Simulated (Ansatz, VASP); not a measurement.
**One calculation of Tl, two programs**

```
Tl
1.0
     3.42068    0.00000    0.00000
    -1.71034    2.96240    0.00000
     0.00000    0.00000    3.26441
Tl
1
Direct
  0.00000 0.00000 0.50000
```

Alike in both runs: task relaxation of cell and atoms; functional PBE; k mesh 18 × 18 × 18; occupations gaussian, width 0.1 eV; no spin polarisation.

|  | VASP | Ansatz |
| --- | --- | --- |
| version | VASP 6.6.1 | Ansatz 0.2.0 |
| potentials or method | VASP PAW PBE potentials, release 64 (Tl_d), cutoff 600 eV | scalar-relativistic, plane waves, PAW |
| valence electrons in the cell | 13 | 13 |

```tsv
	VASP	Ansatz	Ansatz less VASP
gap on the k mesh at the Fermi level, each at its own relaxed structure (eV)	none	none	-
relaxed volume (Å³/atom)	32.95	32.94	-0.011
relaxed length of the cell vector where the two differ most in proportion (Å)	3.411	3.410	-0.0009
```

A gap of «none» marks a metal or a gap that the smearing closes.

Spin-orbit coupling is off throughout.
